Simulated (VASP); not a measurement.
# Al32H (a cell with a defect) in VASP: single point with PBE

Aim: the single point of Al32H (a cell with a defect) with PBE.

Program: VASP 6.6.1. These are calculated values, not measurements. Logs are shortened: lines on timing, memory, paths and dates and some standing lists are left out, and cuts for length are marked.

### 1 The cell of the first run

The cell holds a defect, 33 atoms: a = 8.100 Å, b = 8.100 Å, c = 8.100 Å, α = 90.00°, β = 90.00°, γ = 90.00°.

### 2 Single point, PBE

INCAR

```
ALGO = Normal ; EDIFF = 1E-7
ENCUT = 520 ; GGA = PE
ISIF = 2 ; ISMEAR = 0
LASPH = True ; LCHARG = False
LREAL = Auto ; LWAVE = False
NBANDS = 70 ; NELM = 80
PREC = Accurate ; SIGMA = 0.05
```

KPOINTS

```
k-points
0
Gamma
  3 3 3
```

POSCAR

```
Al32H
1.0
    8.1000000000      0.0000000000      0.0000000000
    0.0000000000      8.1000000000      0.0000000000
    0.0000000000      0.0000000000      8.1000000000
Al H
32 1
Direct
    0.5003793827      0.0003637037      0.0003718519
    0.7498808642      0.2499239506     -0.0056695062
    0.7498796296     -0.0056988889      0.2499011111
   -0.0003188889      0.0003767901      0.0003822222
    0.2500471605      0.2499980247     -0.0012988889
    0.5003897531      0.4996725926      0.0003837037
    0.7499970370      0.7500300000     -0.0012934568
    0.2500451852     -0.0012960494      0.2499966667
    0.4943562963      0.2499246914      0.2499030864
    0.7498698765      0.5059818519      0.2498929630
    0.5003892593      0.0003777778      0.4996764198
    0.7498681481      0.2499159259      0.5060345679
    0.7499960494     -0.0012930864      0.7500370370
   -0.0003177778      0.4996709877      0.0003645679
    0.2500218519      0.7500138272     -0.0008353086
    0.0060885185      0.2499149383      0.2498903704
    0.2500302469      0.5012659259      0.2499903704
    0.4987041975      0.7500312346      0.2499983951
   -0.0003137037      0.0003522222      0.4996811111
    0.2500279012      0.2499918519      0.5012600000
    0.5003754321      0.4996677778      0.4996738272
    0.7499872840      0.7500176543      0.5012551852
    0.2500228395     -0.0008393827      0.7500187654
    0.4987016049      0.2499986420      0.7500403704
    0.7499883951      0.5012632099      0.7500246914
    0.0012493827      0.7500162963      0.2499886420
   -0.0002864198      0.4997067901      0.4997100000
    0.2500313580      0.7500198765      0.5008780247
    0.0012516049      0.2499911111      0.7500209877
    0.2500302469      0.5008724691      0.7500246914
    0.4991683951      0.7500132099      0.7500170370
    0.0008838272      0.7500204938      0.7500265432
    0.7540124691      0.2525596296      0.2532979012
```

Potentials or basis: VASP PAW PBE potentials, release 64 (Al, H).

Run with:

```bash
cat potpaw_PBE.64/Al/POTCAR potpaw_PBE.64/H/POTCAR > POTCAR
mpirun -np 1 vasp_std > vasp.out
```

OUTCAR:

```text
EDIFF = 1E-7
   ENCUT = 520
   GGA = PE
   ISIF = 2
   ISMEAR = 0
   LASPH = True
   LREAL = Auto
   NELM = 80
   PREC = Accurate

 ion  position               nearest neighbor table
   1  0.500  0.000  0.000-   3 2.86   2 2.86   9 2.86   7 2.86  13 2.86   8 2.86  18 2.86  24 2.86
                             5 2.86  31 2.87  15 2.87  23 2.87
   2  0.750  0.250  0.994-  33 2.10  24 2.84  13 2.84  25 2.84  29 2.84   1 2.86   6 2.86   4 2.86
                            14 2.86   9 2.93   3 2.93  10 2.93  16 2.93
   3  0.750  0.994  0.250-  33 2.09  18 2.84   7 2.84  22 2.84  26 2.84   1 2.86  11 2.86   4 2.86
                            19 2.86   9 2.93   2 2.93  12 2.93  16 2.93
   4  1.000  0.000  0.000-  16 2.86   3 2.86   2 2.86  26 2.86  29 2.86   8 2.86   5 2.86  13 2.86
                             7 2.86  15 2.87  23 2.87  32 2.87
   5  0.250  0.250  0.999-  16 2.84   9 2.84  24 2.85  29 2.85  23 2.86  30 2.86   1 2.86   4 2.86
                             6 2.86  14 2.86  17 2.88   8 2.88
   6  0.500  0.500  0.000-  10 2.86   2 2.86   9 2.86  25 2.86   7 2.86  17 2.86  18 2.86   5 2.86
                            24 2.86  31 2.87  15 2.87  30 2.87
   7  0.750  0.750  0.999-  10 2.84   3 2.84  13 2.85  25 2.85  31 2.86  32 2.86   1 2.86   6 2.86
                             4 2.86  14 2.86  26 2.88  18 2.88
   8  0.250  0.999  0.250-  16 2.84   9 2.84  18 2.85  26 2.85  15 2.86  28 2.86   1 2.86   4 2.86
                            11 2.86  19 2.86  20 2.88   5 2.88
   9  0.494  0.250  0.250-  33 2.10   5 2.84   8 2.84  17 2.84  20 2.84   1 2.86   6 2.86  11 2.86
[... 32 lines left out ...]
                            14 2.86  27 2.86  29 2.88  24 2.88
  26  0.001  0.750  0.250-  10 2.84   3 2.84   8 2.85  17 2.85  15 2.86  28 2.86   4 2.86  14 2.86
                            19 2.86  27 2.86  22 2.88   7 2.88
  27  1.000  0.500  0.500-  16 2.86  12 2.86  10 2.86  29 2.86  20 2.86  26 2.86  17 2.86  22 2.86
                            25 2.86  32 2.87  28 2.87  30 2.87
  28  0.250  0.750  0.501-  31 2.85  23 2.85  30 2.85  32 2.85  18 2.86   8 2.86  17 2.86  26 2.86
                            27 2.87  19 2.87  21 2.87  11 2.87
  29  0.001  0.250  0.750-  12 2.84   2 2.84   5 2.85  20 2.85  23 2.86  30 2.86   4 2.86  19 2.86
                            14 2.86  27 2.86  25 2.88  13 2.88
  30  0.250  0.501  0.750-  31 2.85  15 2.85  28 2.85  32 2.85  24 2.86   5 2.86  20 2.86  29 2.86
                            27 2.87  14 2.87  21 2.87   6 2.87
  31  0.499  0.750  0.750-  28 2.85  30 2.85  23 2.85  15 2.85   7 2.86  13 2.86  25 2.86  22 2.86
                            21 2.87  11 2.87   1 2.87   6 2.87
  32  0.001  0.750  0.750-  15 2.85  23 2.85  30 2.85  28 2.85   7 2.86  13 2.86  25 2.86  22 2.86
                            27 2.87  19 2.87  14 2.87   4 2.87
  33  0.754  0.253  0.253-  16 2.04  12 2.05  10 2.05   3 2.09   2 2.10   9 2.10

  LATTYP: Found a simple cubic cell.
 ALAT       =     8.1000000000

  Lattice vectors:

 A1 = (   8.1000000000,   0.0000000000,   0.0000000000)
 A2 = (   0.0000000000,   8.1000000000,   0.0000000000)
 A3 = (   0.0000000000,   0.0000000000,   8.1000000000)

Analysis of symmetry for initial positions (statically):
=====================================================================
 Subroutine PRICEL returns:
 Original cell was already a primitive cell.

 Routine SETGRP: Setting up the symmetry group for a
 simple cubic supercell.

 Subroutine GETGRP returns: Found  1 space group operations
 (whereof  1 operations were pure point group operations)
 out of a pool of 48 trial point group operations.

The static configuration has the point symmetry C_1 .

Analysis of symmetry for dynamics (positions and initial velocities):
=====================================================================
 Subroutine PRICEL returns:
 Original cell was already a primitive cell.

 Routine SETGRP: Setting up the symmetry group for a
 simple cubic supercell.

 Subroutine GETGRP returns: Found  1 space group operations
 (whereof  1 operations were pure point group operations)
 out of a pool of 48 trial point group operations.

The dynamic configuration has the point symmetry C_1 .

 Subroutine INISYM returns: Found  1 space group operations
 (whereof  1 operations are pure point group operations),
 and found     1 'primitive' translations

----------------------------------------------------------------------------------------

                                     Primitive cell

  volume of cell :     531.4410

  direct lattice vectors                    reciprocal lattice vectors
     8.100000000  0.000000000  0.000000000     0.123456790  0.000000000  0.000000000
     0.000000000  8.100000000  0.000000000     0.000000000  0.123456790  0.000000000
     0.000000000  0.000000000  8.100000000     0.000000000  0.000000000  0.123456790

[... 92 lines left out ...]
  Shift w.r.t. Gamma in fractional coordinates (k-lattice)
     0.000000000  0.000000000  0.000000000

 Subroutine IBZKPT returns following result:
 ===========================================

 Found     14 irreducible k-points:

 Following reciprocal coordinates:
            Coordinates               Weight
  0.000000  0.000000  0.000000      1.000000
  0.333333  0.000000  0.000000      2.000000
  0.000000  0.333333  0.000000      2.000000
  0.000000  0.000000  0.333333      2.000000
  0.333333  0.333333  0.000000      2.000000
  0.000000  0.333333  0.333333      2.000000
  0.333333  0.000000  0.333333      2.000000
 -0.333333  0.333333  0.000000      2.000000
 -0.333333  0.000000  0.333333      2.000000
  0.000000 -0.333333  0.333333      2.000000
  0.333333  0.333333  0.333333      2.000000
 -0.333333  0.333333  0.333333      2.000000
 -0.333333 -0.333333  0.333333      2.000000
  0.333333 -0.333333  0.333333      2.000000
   k-points           NKPTS =     14   k-points in BZ     NKDIM =     14   number of bands    NBANDS=     70
   number of dos      NEDOS =    301   number of ions     NIONS =     33
   total plane-waves  NPLWV = 216000
   dimension x,y,z NGX =    60 NGY =   60 NGZ =   60
   dimension x,y,z NGXF=   120 NGYF=  120 NGZF=  120
   ions per type =              32   1
   NGX,Y,Z   is equivalent  to a cutoff of  12.31, 12.31, 12.31 a.u.
   NGXF,Y,Z  is equivalent  to a cutoff of  24.63, 24.63, 24.63 a.u.
 SYSTEM =  unknown system
   PREC   = accura    normal or accurate (medium, high low for compatibility)
   ISTART =      0    job   : 0-new  1-cont  2-samecut
   ICHARG =      2    charge: 1-file 2-atom 10-const
   ISPIN  =      1    spin polarized calculation?
   LNONCOLLINEAR =      F non collinear calculations
   LSORBIT =      F    spin-orbit coupling
   LASPH  =      T    aspherical Exc in radial PAW
   ENCUT  =  520.0 eV  38.22 Ry    6.18 a.u.  15.06 15.06 15.06*2*pi/ulx,y,z
   NELM   =     80;   NELMIN=  2; NELMDL= -5     # of ELM steps
   EDIFF  = 0.1E-06   stopping-criterion for ELM
   LREAL  =      T    real-space projection
   EDIFFG = 0.1E-05   stopping-criterion for IOM
   NSW    =      0    number of steps for IOM
   IBRION =     -1    ionic relax: 0-MD 1-quasi-New 2-CG
   NFREE  =      0    steps in history (QN), initial steepest desc. (CG)
   ISIF   =      2    stress and relaxation
   ISYM   =      2    0-nonsym 1-usesym 2-fastsym
   POTIM  = 0.5000    time-step for ionic-motion
   TEBEG  =    0.0;   TEEND  =   0.0 temperature during run
   PSTRESS=    0.0 pullay stress
   NELECT =      97.0000    total number of electrons
   NUPDOWN=      -1.0000    fix difference up-down
   EMIN   =  10.00;   EMAX   =-10.00  energy-range for DOS
   EFERMI =   0.00;   METHOD = LEGACY
   ISMEAR =     0;   SIGMA  =   0.05  broadening in eV -4-tet -1-fermi 0-gaus
   EFERMI_NEDOS =   21; number of points for ismear=-14 and -15
   IALGO  =     38    algorithm
   IMIX   =      4    mixing-type and parameters
     AMIX     =   0.40;   BMIX     =  1.00
     AMIX_MAG =   1.60;   BMIX_MAG =  1.00
  volume/ion in A,a.u.               =      16.10       108.68
  Fermi-wavevector in a.u.,A,eV,Ry     =   0.928639  1.754874 11.733269  0.862371
  Thomas-Fermi vector in A             =   2.054837
   LORBIT       =      0    0 simple, 1 ext, 2 COOP (PROOUT), +10 PAW based schemes
   GGA     = PE    functional components
   LHFCALC =     F    Hartree Fock is set to
   AEXX    =    0.0000 exact exchange contribution
   IVDW    =     0    specifies the selected vdW correction
   LEPSILON=     F    determine dielectric tensor
   LRPA    =     F    only Hartree local field effects (RPA)
 non-spin polarized calculation
 Gauss-broadening in eV      SIGMA  =   0.05
  energy-cutoff  :      520.00
  volume of cell :      531.44
 maximum number of plane-waves:     14358
   NGX = 31   NGY = 31   NGZ = 31

 number of electron      97.0000000 magnetization

 Free energy of the ion-electron system (eV)
  ---------------------------------------------------
  ext. energy  EPLUGINS =         0.00000000
  ---------------------------------------------------
  free energy    TOTEN  =      -123.25669984 eV

  energy without entropy =     -123.25359959  energy(sigma->0) =     -123.25514972

 E-fermi :   7.7892     XC(G=0): -10.1961

 val. band max:        7.7216150102   @ k =  -0.3333   0.3333   0.3333
 cond. band min:       7.9913722364   @ k =   0.0000   0.3333   0.0000
 fundamental gap:      0.2697572262
 Fermi energy:         7.7892015094

 k-point     1 :       0.0000    0.0000    0.0000
  band No.  band energies     occupation
      1      -3.2848      2.00000
      2      -1.6542      2.00000
      3      -0.9223      2.00000
      4      -0.9223      2.00000
      5      -0.8947      2.00000
      6      -0.8947      2.00000
[... 871 lines left out ...]
     59       9.7685      0.00000
     60       9.7685      0.00000
 [bands above 60 left out]

------------------------ aborting loop because EDIFF is reached ----------------------------------------

  FORCE on cell =-STRESS in cart. coord.  units (eV):
  Direction    XX          YY          ZZ          XY          YZ          ZX
  --------------------------------------------------------------------------------------
  -------------------------------------------------------------------------------------
  Total        0.4386622      0.4355494      0.4366097     -0.0018043     -0.0012125     -0.0021093
  in kB        1.3224697      1.3130853      1.3162819     -0.0054395     -0.0036555     -0.0063590
  external PRESSURE =       1.3172790 kB  Pullay stress =       0.0000000 kB

 VOLUME and BASIS-vectors are now :
 -----------------------------------------------------------------------------
  energy-cutoff  :      520.00
  volume of cell :      531.44
      direct lattice vectors                 reciprocal lattice vectors
     8.100000000  0.000000000  0.000000000     0.123456790  0.000000000  0.000000000
     0.000000000  8.100000000  0.000000000     0.000000000  0.123456790  0.000000000
     0.000000000  0.000000000  8.100000000     0.000000000  0.000000000  0.123456790

 POSITION                                       TOTAL-FORCE (eV/Angst)
 -----------------------------------------------------------------------------------
      4.05307      0.00295      0.00301         0.003917      0.004268      0.004026
      6.07404      2.02438      8.05408         0.000995      0.000247      0.007656
      6.07402      8.05384      2.02420         0.000632      0.006753      0.000192
      8.09742      0.00305      0.00310        -0.004872      0.003952      0.004086
      2.02538      2.02498      8.08948        -0.000453      0.000076     -0.011073
      4.05316      4.04735      0.00311         0.003802     -0.004954      0.003905
[... 25 lines left out ...]
      0.00716      6.07517      6.07521         0.009226      0.000953      0.001353
      6.10750      2.04573      2.05171        -0.013318     -0.008453     -0.010987
 -----------------------------------------------------------------------------------
    total drift:                                0.005505      0.001836      0.005736

  FREE ENERGIE OF THE ION-ELECTRON SYSTEM (eV)
  ---------------------------------------------------
  free  energy   TOTEN  =      -123.2566998444 eV

  energy  without entropy=     -123.2535995886  energy(sigma->0) =     -123.25514972
```

It took 14 min on 1 thread of Intel Xeon Platinum 8259CL at 2.50GHz (Skylake/Cascade Lake), shared host; peak memory 0.65 GiB.

Results:

| Property | Result |
| --- | --- |
| Free energy | -123.2567 eV |
| Pressure | 0.1 GPa |
| Largest force | 0.019 eV/Å |
| Band gap on the k mesh | zero (an odd number of electrons rules out a gap without spin polarisation) |

Forces in eV/Å, atoms in the order of the input:
```
Al   0.004  0.004  0.004
Al   0.001  0.000  0.008
Al   0.001  0.007  0.000
Al  -0.005  0.004  0.004
Al   0.000  0.000 -0.011
Al   0.004 -0.005  0.004
Al   0.000  0.000 -0.011
Al   0.000 -0.011  0.000
Al   0.008  0.001  0.001
Al   0.001 -0.001  0.001
Al   0.004  0.004 -0.005
Al   0.001  0.000  0.001
Al   0.000 -0.011  0.000
Al  -0.005 -0.005  0.004
Al   0.001  0.001 -0.009
Al   0.002  0.000  0.000
Al   0.000  0.011  0.000
Al  -0.011  0.000  0.000
Al  -0.005  0.005 -0.005
Al   0.000  0.000  0.011
Al   0.004 -0.004 -0.005
Al   0.000  0.000  0.011
Al   0.001 -0.010  0.001
Al  -0.011  0.000  0.000
Al   0.000  0.011  0.000
Al   0.011  0.000  0.000
Al  -0.005 -0.005 -0.005
Al   0.001  0.001  0.009
Al   0.011  0.000  0.000
Al   0.001  0.009  0.001
Al  -0.009  0.001  0.001
Al   0.009  0.001  0.001
H   -0.013 -0.008 -0.011
```

The gap in the log of VASP goes by the Fermi energy; the results here count the filled bands.